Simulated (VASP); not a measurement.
Input of a VASP 6.6.1 run:

INCAR

```
PREC = Accurate
ENCUT = 520
EDIFF = 1E-6
ISMEAR = 0
SIGMA = 0.1
LREAL = F
LASPH = T
NELM = 80
ALGO = Normal
ISIF = 2
LWAVE = F
LCHARG = T
GGA = PE
LELF = T
LVHAR = T
NBANDS = 41
```

File KPOINTS:

```
regular mesh
0
Gamma
  4 4 1
```

POSCAR

```
Mg5CdTe6
1.0
    4.6198091000      0.0000000000      0.0000000000
    0.0000000000      4.6198091000      0.0000000000
    0.0000000000      0.0000000000     19.5474596000
Mg Cd Te
5 1 6
Direct
    0.0000000000      0.0000000000      0.8314080000
    0.5000000000      0.5000000000      0.6656840000
    0.0000000000      0.0000000000      0.5000000000
    0.5000000000      0.5000000000      0.3343160000
    0.0000000000      0.0000000000      0.1685920000
    0.5000000000      0.5000000000      0.0000000000
    0.5000000000      0.0000000000      0.5828390000
    0.0000000000      0.5000000000      0.4171610000
    0.5000000000      0.0000000000      0.2514470000
    0.0000000000      0.5000000000      0.0862670000
    0.5000000000      0.0000000000      0.9137330000
    0.0000000000      0.5000000000      0.7485530000
```

Potentials or basis: VASP PAW PBE potentials, release 64 (Mg, Cd, Te).

Launch:

```bash
$ cat potpaw_PBE.64/Mg/POTCAR potpaw_PBE.64/Cd/POTCAR potpaw_PBE.64/Te/POTCAR > POTCAR
$ mpirun -np 1 vasp_std > vasp.out
```

(1) Predict the band gap on the k mesh.

(2) What does it give for the pressure?

(3) What does it give for the largest force?

Results:

(1) 1.89 eV.

(2) 0.0 GPa.

(3) 0.029 eV/Å.

Caveat: spin-orbit coupling is left out, which moves the levels of the heavy elements.
